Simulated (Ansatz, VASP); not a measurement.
**Au: VASP beside Ansatz**

```
CELL_PARAMETERS angstrom
0.00000 2.03500 2.03500
2.03500 0.00000 2.03500
2.03500 2.03500 0.00000
ATOMIC_POSITIONS crystal
Au 0.00000 0.00000 0.00000
```

Alike in both runs: task single point; functional PBE; k mesh 10 × 10 × 10; occupations fermi-dirac, width 0.05 eV; no spin polarisation.

|  | VASP | Ansatz |
| --- | --- | --- |
| version | VASP 6.6.1 | Ansatz 0.2.0 |
| potentials or method | VASP PAW PBE potentials, release 64 (Au), cutoff 520 eV | plane waves, PAW |
| valence electrons in the cell | 11 | 19 |

|  | VASP | Ansatz | Ansatz less VASP |
| --- | --- | --- | --- |
| pressure (GPa) | 11.0 | 11.3 | +0.30 |

With one functional, cell and mesh, what is left measures potentials, basis and numerics. VASP's potentials hold 11 valence electrons a cell and Ansatz's 19, so a difference there can come from the potentials and not from the codes.

Spin-orbit coupling is off throughout.
